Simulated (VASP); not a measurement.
A run of VASP 6.6.1:

Contents of INCAR:

```
SYSTEM = Ag
PREC = Accurate
ENCUT = 520
EDIFF = 1E-6
ISMEAR = -1
SIGMA = 0.08
LREAL = .FALSE.
LASPH = .TRUE.
NELM = 60
ALGO = Normal
ISIF = 2
LWAVE = .FALSE.
LCHARG = .FALSE.
GGA = PE
NBANDS = 12
```

File KPOINTS:

```
Automatic mesh
0
G
  17 17 17
  0 0 0
```

Contents of POSCAR:

```
Ag
1.0
    0.0000000000      1.9431888947      1.9431888947
    1.9431888947      0.0000000000      1.9431888947
    1.9431888947      1.9431888947      0.0000000000
Ag
1
Direct
    0.0000000000      0.0000000000      0.0000000000
```

Potentials or basis: VASP PAW PBE potentials, release 64 (Ag).

The run is started by

```sh
$ cat potpaw_PBE.64/Ag/POTCAR > POTCAR
$ mpirun -np 1 vasp_std > vasp.out
```

Hardware: 1 thread of Intel(R) Xeon(R) 6975P-C (Granite Rapids), with other jobs on the host.

Q: Estimate the wall time of this run.

A: Wall time 8.9 s on 1 thread of Intel(R) Xeon(R) 6975P-C (Granite Rapids), on a shared host, peak memory 0.14 GiB. Counts: scf iterations 11, k points 165.
